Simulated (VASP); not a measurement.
# Cr (P6_3/mmc) in VASP: notebook, part 2 of 2

VASP 6.6.1. The steps go on from the part before.

## (4) Single point, RPBE (volume scaled by 0.92)

Contents of INCAR:

```
ALGO     = Normal         # electronic algorithm
EDIFF    = 1E-7           # SCF threshold, eV
ENCUT    = 520            # plane-wave cutoff, eV
GGA      = RP             # functional
ISIF     = 2              # what is computed and relaxed
ISMEAR   = -1             # smearing method
LASPH    = True           # aspherical terms in the spheres
LCHARG   = True           # write CHGCAR
LELF     = True           # ELF
LREAL    = False          # projectors in reciprocal space
LVHAR    = True         
LWAVE    = False          # write WAVECAR
NBANDS   = 32             # bands
NELM     = 60             # most SCF steps
PREC     = Accurate       # precision mode
SIGMA    = 0.1            # smearing width, eV
```

Contents of KPOINTS:

```
k-points
0
Gamma
  19 19 5
```

Contents of POSCAR:

```
Cr
1.0
    2.4504771811      0.0000000000      0.0000000000
   -1.2252385906      2.1221754902      0.0000000000
    0.0000000000      0.0000000000      8.6114983552
Cr
4
Direct
    1.0000000000      1.0000000000      1.0000000000
    0.0000000000      0.0000000000      0.5000000000
    0.3333333333      0.6666666667      0.2500000000
    0.6666666667      0.3333333333      0.7500000000
```

Potentials or basis: VASP PAW PBE potentials, release 64 (Cr_pv).

On the command line:

```console
cat potpaw_PBE.64/Cr_pv/POTCAR > POTCAR
mpirun -np 1 vasp_std > vasp.out
```

OUTCAR:

```text
EDIFF = 1E-7
   ENCUT = 520
   GGA = RP
   ISIF = 2
   ISMEAR = -1
   LASPH = True
   LREAL = False
   NELM = 60
   PREC = Accurate

 ion  position               nearest neighbor table
   1  0.000  0.000  0.000-   3 2.58   4 2.58   4 2.58   3 2.58   4 2.58   3 2.58
   2  0.000  0.000  0.500-   3 2.58   4 2.58   4 2.58   3 2.58   4 2.58   3 2.58
   3  0.333  0.667  0.250-   1 2.58   2 2.58   1 2.58   2 2.58   1 2.58   2 2.58
   4  0.667  0.333  0.750-   1 2.58   2 2.58   1 2.58   2 2.58   1 2.58   2 2.58

  LATTYP: Found a hexagonal cell.
 ALAT       =     2.4504771811
 C/A-ratio  =     3.5142128323

  Lattice vectors:

 A1 = (   2.4504771811,   0.0000000000,   0.0000000000)
 A2 = (  -1.2252385906,   2.1221754902,   0.0000000000)
 A3 = (   0.0000000000,   0.0000000000,   8.6114983552)

Analysis of symmetry for initial positions (statically):
=====================================================================
 Subroutine PRICEL returns:
 Original cell was already a primitive cell.

 Routine SETGRP: Setting up the symmetry group for a
 hexagonal supercell.

 Subroutine GETGRP returns: Found 24 space group operations
 (whereof 12 operations were pure point group operations)
 out of a pool of 24 trial point group operations.

The static configuration has the point symmetry D_3d.
 The point group associated with its full space group is D_6h.

Analysis of symmetry for dynamics (positions and initial velocities):
=====================================================================
 Subroutine PRICEL returns:
 Original cell was already a primitive cell.

 Routine SETGRP: Setting up the symmetry group for a
 hexagonal supercell.

 Subroutine GETGRP returns: Found 24 space group operations
 (whereof 12 operations were pure point group operations)
 out of a pool of 24 trial point group operations.

The dynamic configuration has the point symmetry D_3d.
 The point group associated with its full space group is D_6h.

 Subroutine INISYM returns: Found 24 space group operations
 (whereof 12 operations are pure point group operations),
 and found     1 'primitive' translations

----------------------------------------------------------------------------------------

                                     Primitive cell

  volume of cell :      44.7827

  direct lattice vectors                    reciprocal lattice vectors
     2.450477181  0.000000000  0.000000000     0.408083784  0.235607282  0.000000000
    -1.225238591  2.122175490  0.000000000     0.000000000  0.471214565  0.000000000
     0.000000000  0.000000000  8.611498355     0.000000000  0.000000000  0.116123810

  length of vectors
     2.450477181  2.450477181  8.611498355     0.471214565  0.471214565  0.116123810

  position of ions in fractional coordinates (direct lattice)
     0.000000000  0.000000000  0.000000000
     0.000000000  0.000000000  0.500000000
     0.333333333  0.666666667  0.250000000
     0.666666667  0.333333333  0.750000000

  ion indices of the primitive-cell ions
   primitive index   ion index
                 1           1
                 2           2
                 3           3
                 4           4

----------------------------------------------------------------------------------------

 KPOINTS: k-points

Automatic generation of k-mesh.
 Grid dimensions read from file:
 generate k-points for:   19   19    5

 Generating k-lattice:

  Cartesian coordinates                     Fractional coordinates (reciprocal lattice)
     0.021478094  0.012400383  0.000000000     0.052631579  0.000000000  0.000000000
     0.000000000  0.024800767  0.000000000     0.000000000  0.052631579  0.000000000
     0.000000000  0.000000000  0.023224762     0.000000000  0.000000000  0.200000000

  Length of vectors
     0.024800767  0.024800767  0.023224762

  Shift w.r.t. Gamma in fractional coordinates (k-lattice)
     0.000000000  0.000000000  0.000000000

 Subroutine IBZKPT returns following result:
 ===========================================

 Found    120 irreducible k-points:

 Following reciprocal coordinates:
            Coordinates               Weight
  0.000000  0.000000  0.000000      1.000000
  0.052632  0.000000  0.000000      6.000000
  0.105263  0.000000  0.000000      6.000000
  0.157895 -0.000000  0.000000      6.000000
  0.210526  0.000000  0.000000      6.000000
  0.263158  0.000000  0.000000      6.000000
[... 16 lines left out ...]
  0.263158  0.105263  0.000000     12.000000
  0.315789  0.105263  0.000000     12.000000
 [... further k-points ...]
   k-points           NKPTS =    120   k-points in BZ     NKDIM =    120   number of bands    NBANDS=     32
   number of dos      NEDOS =    301   number of ions     NIONS =      4
   total plane-waves  NPLWV =  20736
   dimension x,y,z NGX =    18 NGY =   18 NGZ =   64
   dimension x,y,z NGXF=    36 NGYF=   36 NGZF=  128
   ions per type =               4
   NGX,Y,Z   is equivalent  to a cutoff of  12.21, 12.21, 12.36 a.u.
   NGXF,Y,Z  is equivalent  to a cutoff of  24.42, 24.42, 24.71 a.u.
 SYSTEM =  unknown system
   PREC   = accura    normal or accurate (medium, high low for compatibility)
   ISTART =      0    job   : 0-new  1-cont  2-samecut
   ICHARG =      2    charge: 1-file 2-atom 10-const
   ISPIN  =      1    spin polarized calculation?
   LNONCOLLINEAR =      F non collinear calculations
   LSORBIT =      F    spin-orbit coupling
   LASPH  =      T    aspherical Exc in radial PAW
   ENCUT  =  520.0 eV  38.22 Ry    6.18 a.u.   4.56  4.56 16.01*2*pi/ulx,y,z
   NELM   =     60;   NELMIN=  2; NELMDL= -5     # of ELM steps
   EDIFF  = 0.1E-06   stopping-criterion for ELM
   LREAL  =      F    real-space projection
   EDIFFG = 0.1E-05   stopping-criterion for IOM
   NSW    =      0    number of steps for IOM
   IBRION =     -1    ionic relax: 0-MD 1-quasi-New 2-CG
   NFREE  =      0    steps in history (QN), initial steepest desc. (CG)
   ISIF   =      2    stress and relaxation
   ISYM   =      2    0-nonsym 1-usesym 2-fastsym
   POTIM  = 0.5000    time-step for ionic-motion
   TEBEG  =    0.0;   TEEND  =   0.0 temperature during run
   PSTRESS=    0.0 pullay stress
   NELECT =      48.0000    total number of electrons
   NUPDOWN=      -1.0000    fix difference up-down
   EMIN   =  10.00;   EMAX   =-10.00  energy-range for DOS
   EFERMI =   0.00;   METHOD = LEGACY
   ISMEAR =    -1;   SIGMA  =   0.10  broadening in eV -4-tet -1-fermi 0-gaus
   EFERMI_NEDOS =   21; number of points for ismear=-14 and -15
   IALGO  =     38    algorithm
   IMIX   =      4    mixing-type and parameters
     AMIX     =   0.40;   BMIX     =  1.00
     AMIX_MAG =   1.60;   BMIX_MAG =  1.00
  volume/ion in A,a.u.               =      11.20        75.55
  Fermi-wavevector in a.u.,A,eV,Ry     =   1.675399  3.166046 38.191051  2.806963
  Thomas-Fermi vector in A             =   2.760025
   LORBIT       =      0    0 simple, 1 ext, 2 COOP (PROOUT), +10 PAW based schemes
   GGA     = RP    functional components
   LHFCALC =     F    Hartree Fock is set to
   AEXX    =    0.0000 exact exchange contribution
   IVDW    =     0    specifies the selected vdW correction
   LEPSILON=     F    determine dielectric tensor
   LRPA    =     F    only Hartree local field effects (RPA)
 non-spin polarized calculation
  energy-cutoff  :      520.00
  volume of cell :       44.78
 maximum number of plane-waves:      1227
   NGX =  9   NGY =  9   NGZ = 33

 number of electron      47.9999979 magnetization

 Free energy of the ion-electron system (eV)
  ---------------------------------------------------
  ext. energy  EPLUGINS =         0.00000000
  ---------------------------------------------------
  free energy    TOTEN  =       -34.27449557 eV

  energy without entropy =      -34.07248250  energy(sigma->0) =      -34.17348903

 E-fermi :  11.3604     XC(G=0): -13.7202

 val. band max:       11.3580674871   @ k =   0.3158   0.0526   0.0000
 cond. band min:      11.3609320051   @ k =   0.0000   0.0000   0.0000
 fundamental gap:      0.0028645181
 Fermi energy:        11.3604093724

 k-point     1 :       0.0000    0.0000    0.0000
  band No.  band energies     occupation
      1     -32.0267      2.00000
      2     -31.6148      2.00000
      3     -31.6044      2.00000
      4     -31.1756      2.00000
      5     -31.0660      2.00000
      6     -31.0660      2.00000
[... 24 lines left out ...]
     31      13.0553      0.00000
     32      13.0553      0.00000
[... 774 lines left out ...]
      2     -31.8963      2.00000
      3     -31.8201      2.00000
      4     -31.7873      2.00000
      5     -31.6568      2.00000
      6     -31.4129      2.00000
[... 24 lines left out ...]
     31      14.0067      0.00000
     32      14.0331      0.00000

 [... further k-points ...]
[... 5 lines left out ...]
  --------------------------------------------------------------------------------------
  -------------------------------------------------------------------------------------
  Total        6.2064854      6.2064854      5.7202888     -0.0000000      0.0000000      0.0000000
  in kB      222.0473733    222.0473733    204.6528771     -0.0000000      0.0000000      0.0000000
  external PRESSURE =     216.2492079 kB  Pullay stress =       0.0000000 kB

 VOLUME and BASIS-vectors are now :
 -----------------------------------------------------------------------------
  energy-cutoff  :      520.00
  volume of cell :       44.78
      direct lattice vectors                 reciprocal lattice vectors
     2.450477181  0.000000000  0.000000000     0.408083784  0.235607282  0.000000000
    -1.225238591  2.122175490  0.000000000     0.000000000  0.471214565  0.000000000
     0.000000000  0.000000000  8.611498355     0.000000000  0.000000000  0.116123810

 POSITION                                       TOTAL-FORCE (eV/Angst)
 -----------------------------------------------------------------------------------
      0.00000      0.00000      0.00000        -0.000000      0.000000      0.000000
      0.00000      0.00000      4.30575        -0.000000      0.000000      0.000000
     -0.00000      1.41478      2.15287        -0.000000      0.000000      0.000000
      1.22524      0.70739      6.45862         0.000000      0.000000     -0.000000
 -----------------------------------------------------------------------------------
    total drift:                                0.000000     -0.000000      0.000000

  FREE ENERGIE OF THE ION-ELECTRON SYSTEM (eV)
  ---------------------------------------------------
  free  energy   TOTEN  =       -34.2744955722 eV

  energy  without entropy=      -34.0724824955  energy(sigma->0) =      -34.17348903
```

Wall time 73 s (1 thread of AMD EPYC 9R45 (Zen 5), shared host); peak memory 0.21 GiB.

Results:

| Item | Value |
| --- | --- |
| Free energy | -34.2745 eV |
| Pressure | 21.6 GPa |
| Band gap on the k mesh | zero (band 24 reaches 12.36 eV, above the bottom of band 25 at 10.97 eV) |

Caveat: the PAW data sets were made with another functional, which shifts forces and pressure a little; the run has no spin polarisation, though such a crystal can be magnetic. Spin polarisation is off, so any magnetic state and its effect on volume and gap are missing.

## (5) Single point, RPBE (volume scaled by 0.96)

Contents of INCAR:

```
SYSTEM = Cr
PREC = Accurate
ENCUT = 520
EDIFF = 1E-7
ISMEAR = -1
SIGMA = 0.1
LREAL = .False.
LASPH = .True.
NELM = 100
ALGO = Normal
ISIF = 2
LWAVE = .False.
LCHARG = .True.
GGA = RP
LELF = .True.
LVHAR = .True.
NBANDS = 32
```

Contents of KPOINTS:

```
regular mesh
0
Gamma
  19 19 5
  0 0 0
```

Contents of POSCAR:

```
Cr
1.0
    2.4854887282      0.0000000000      0.0000000000
   -1.2427443641      2.1524963795      0.0000000000
    0.0000000000      0.0000000000      8.7345363834
Cr
4
Direct
    1.0000000000      1.0000000000      1.0000000000
    0.0000000000      0.0000000000      0.5000000000
    0.3333333333      0.6666666667      0.2500000000
    0.6666666667      0.3333333333      0.7500000000
```

On the command line:

```console
cat potpaw_PBE.64/Cr_pv/POTCAR > POTCAR
mpirun -np 1 vasp_std > vasp.out
```

Wall time 79 s (1 thread of AMD EPYC 9R45 (Zen 5), shared host); peak memory 0.21 GiB.

It converged, with:

| Quantity | Value |
| --- | --- |
| Free energy | -34.4623 eV |
| Pressure | 9.5 GPa |
| Band gap on the k mesh | zero (band 24 reaches 11.71 eV, above the bottom of band 25 at 10.39 eV) |

Stress tensor (GPa, compression positive):
```
9.73 0.00 0.00
0.00 9.73 0.00
0.00 0.00 9.02
```

Levels at points of the mesh, in eV from the Fermi level:
| k point | band 20 | band 21 | band 22 | band 23 | band 24 | band 25 | band 26 | band 27 | band 28 | band 29 |
| --- | --- | --- | --- | --- | --- | --- | --- | --- | --- | --- |
| (0.00, 0.00, 0.00) | -0.46 | -0.46 | -0.37 | -0.37 | -0.20 | -0.20 | -0.09 | -0.09 | -0.06 | 1.17 |

Caveat: the PAW data sets were made with another functional, which shifts forces and pressure a little; the run has no spin polarisation, though such a crystal can be magnetic.

## (6) Single point, RPBE

Contents of INCAR:

```
SYSTEM = Cr
  ALGO = Normal
  EDIFF = 1E-6
  ENCUT = 520
  GGA = RP
  ISIF = 2
  ISMEAR = -1
  LASPH = .TRUE.
  LCHARG = .FALSE.
  LREAL = .FALSE.
  LWAVE = .FALSE.
  NBANDS = 32
  NELM = 80
  PREC = Accurate
  SIGMA = 0.1
```

Contents of KPOINTS:

```
k-points
0
G
  19 19 5
  0 0 0
```

Contents of POSCAR:

```
Cr
1.0
    2.5195407505      0.0000000000      0.0000000000
   -1.2597703752      2.1819862958      0.0000000000
    0.0000000000      0.0000000000      8.8542024369
Cr
4
Direct
    1.0000000000      1.0000000000      1.0000000000
    0.0000000000      0.0000000000      0.5000000000
    0.3333333333      0.6666666667      0.2500000000
    0.6666666667      0.3333333333      0.7500000000
```

Potentials or basis: VASP PAW PBE potentials, release 64 (Cr_pv).

On the command line:

```console
cat potpaw_PBE.64/Cr_pv/POTCAR > POTCAR
mpirun -np 1 vasp_std > vasp.out
```

Wall time 86 s (1 thread of AMD EPYC 9R45 (Zen 5), shared host); peak memory 0.23 GiB.

It converged, with:

```yaml
Free_energy: -34.5171 eV
Pressure: -0.4 GPa
Band_gap_on_the_k_mesh: zero (band 24 reaches 11.11 eV, above the bottom of band 25 at 9.86 eV)
```

Stress tensor (GPa, compression positive):
```
-0.42  0.00  0.00
 0.00 -0.42  0.00
 0.00  0.00 -0.30
```

Levels at points of the mesh, in eV from the Fermi level:
```csv
k point,band 20,band 21,band 22,band 23,band 24,band 25,band 26,band 27,band 28,band 29
"(0.00, 0.00, 0.00)",-0.42,-0.42,-0.34,-0.34,-0.18,-0.18,-0.11,-0.08,-0.08,1.11
```

Caveat: the PAW data sets were made with another functional, which shifts forces and pressure a little; the run has no spin polarisation, though such a crystal can be magnetic.

## (7) Single point, RPBE (volume scaled by 1.04)

Contents of INCAR:

```
SYSTEM = Cr
ALGO = Normal ; EDIFF = 1E-7
ENCUT = 520 ; GGA = RP
ISIF = 2 ; ISMEAR = -1
LASPH = .TRUE. ; LCHARG = .FALSE.
LREAL = .FALSE. ; LWAVE = .FALSE.
NBANDS = 32 ; NELM = 100
PREC = Accurate ; SIGMA = 0.1
```

KPOINTS is that of step 6.

Contents of POSCAR:

```
Cr
1.0
    2.5526964046      0.0000000000      0.0000000000
   -1.2763482023      2.2106999346      0.0000000000
    0.0000000000      0.0000000000      8.9707184623
Cr
4
Direct
    1.0000000000      1.0000000000      1.0000000000
    0.0000000000      0.0000000000      0.5000000000
    0.3333333333      0.6666666667      0.2500000000
    0.6666666667      0.3333333333      0.7500000000
```

On the command line:

```console
cat potpaw_PBE.64/Cr_pv/POTCAR > POTCAR
mpirun -np 1 vasp_std > vasp.out
```

It took 2 min on 1 thread of AMD EPYC 9R45 (Zen 5), shared host; peak memory 0.23 GiB.

It converged, with:

| Quantity | Value |
| --- | --- |
| Free energy | -34.4642 eV |
| Pressure | -8.3 GPa |
| Band gap on the k mesh | zero (band 24 reaches 10.55 eV, above the bottom of band 25 at 9.37 eV) |

Stress tensor (GPa, compression positive):
```
-8.55  0.00  0.00
 0.00 -8.55  0.00
 0.00  0.00 -7.76
```

Levels at points of the mesh, in eV from the Fermi level:
```tsv
k point	band 21	band 22	band 23	band 24	band 25	band 26	band 27	band 28
(0.00, 0.00, 0.00)	-0.39	-0.32	-0.32	-0.16	-0.16	-0.15	-0.07	-0.07
```

Caveat: the PAW data sets were made with another functional, which shifts forces and pressure a little; the run has no spin polarisation, though such a crystal can be magnetic. Spin polarisation is off, so any magnetic state and its effect on volume and gap are missing.

## (8) Summary

```csv
cell,k mesh,gap on the mesh (eV),pressure (GPa)
"a = 2.520, b = 2.520, c = 8.854 Å, angles 90.0, 90.0, 120.0°, 4 atoms",14 × 14 × 4,none,-0.3
"a = 2.414, b = 2.414, c = 8.485 Å, angles 90.0, 90.0, 120.0°, 4 atoms",19 × 19 × 5,none,36.6
"a = 2.450, b = 2.450, c = 8.611 Å, angles 90.0, 90.0, 120.0°, 4 atoms",19 × 19 × 5,none,21.6
"a = 2.485, b = 2.485, c = 8.735 Å, angles 90.0, 90.0, 120.0°, 4 atoms",19 × 19 × 5,none,9.5
"a = 2.520, b = 2.520, c = 8.854 Å, angles 90.0, 90.0, 120.0°, 4 atoms",19 × 19 × 5,none,-0.4
"a = 2.553, b = 2.553, c = 8.971 Å, angles 90.0, 90.0, 120.0°, 4 atoms",19 × 19 × 5,none,-8.3
```

Alike in all rows: task single point; level RPBE; potentials or basis VASP PAW PBE potentials, release 64 (Cr_pv); no spin polarisation; cutoff (eV) 520; smearing fermi-dirac 0.1 eV.

Caveats: the PAW data sets were made with another functional, which shifts forces and pressure a little; the run has no spin polarisation, though such a crystal can be magnetic.

Absolute energies hang on the potentials; compare differences alone.
